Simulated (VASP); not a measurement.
Here is a VASP 6.6.1 calculation.

Contents of INCAR:

```
ALGO = Normal
EDIFF = 1E-8
ENCUT = 520
GGA = PS
IBRION = 8
ISIF = 2
ISMEAR = -1
LASPH = True
LCHARG = False
LREAL = False
LWAVE = False
NELM = 80
NSW = 1
PREC = Accurate
SIGMA = 0.1
```

The input KPOINTS:

```
k-points
0
Gamma
  12 12 12
```

POSCAR

```
InPd
1.0
    3.2480179769      0.0000000000      0.0000000000
    0.0000000000      3.2480179769      0.0000000000
    0.0000000000      0.0000000000      3.2480179769
In Pd
1 1
Direct
    0.0000000000      0.0000000000      0.0000000000
    0.5000000000      0.5000000000      0.5000000000
```

Potentials or basis: VASP PAW PBE potentials, release 64 (In_d, Pd).

Launch:

```console
$ cat potpaw_PBE.64/In_d/POTCAR potpaw_PBE.64/Pd/POTCAR > POTCAR
$ mpirun -np 1 vasp_std > vasp.out
```

(1) Predict the highest phonon frequency at Γ.

Answers

(1) 145 cm⁻¹.
